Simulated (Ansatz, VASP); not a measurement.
**One calculation of CaB6, two programs**

```
Ca B
1.0
     3.14423   -3.14514    0.01584
     3.14423    3.14514    0.01584
    -0.02230    0.00000    4.26803
Ca B
1 6
Direct
  0.00000 0.00000 0.00000
  0.49996 0.49996 0.30228
  0.50004 0.50004 0.69772
  0.78029 0.50005 0.00007
  0.49995 0.21971 0.99993
  0.50005 0.78029 0.00007
  0.21971 0.49995 0.99993
```

Alike in both runs: functional PBE; k mesh 6 × 6 × 6; occupations gaussian, width 0.02 eV; no spin polarisation.

Ansatz relaxed the structure, and its values are those at the end. VASP's run is a single point on that final structure, the one shown.

```csv
,VASP,Ansatz
version,VASP 6.6.1,Ansatz 0.2.0
potentials or method,"VASP PAW PBE potentials, release 64 (Ca_sv, B), cutoff 520 eV","scalar-relativistic, plane waves, PAW"
valence electrons in the cell,28,28
```

|  | VASP | Ansatz | Ansatz less VASP |
| --- | --- | --- | --- |
| gap on the k mesh at the Fermi level (eV) | 1.33 | 1.33 | 0.000 |
| least direct gap on the mesh (eV) | 1.33 | 1.33 | 0.000 |
| pressure (GPa) | 0.2 | 0.0 | -0.21 |
| rms of the force components (eV/Å) | 0.005 | 0.005 | +0.0002 |

The functional is the same, so the differences come from potentials, cutoffs and numerics.
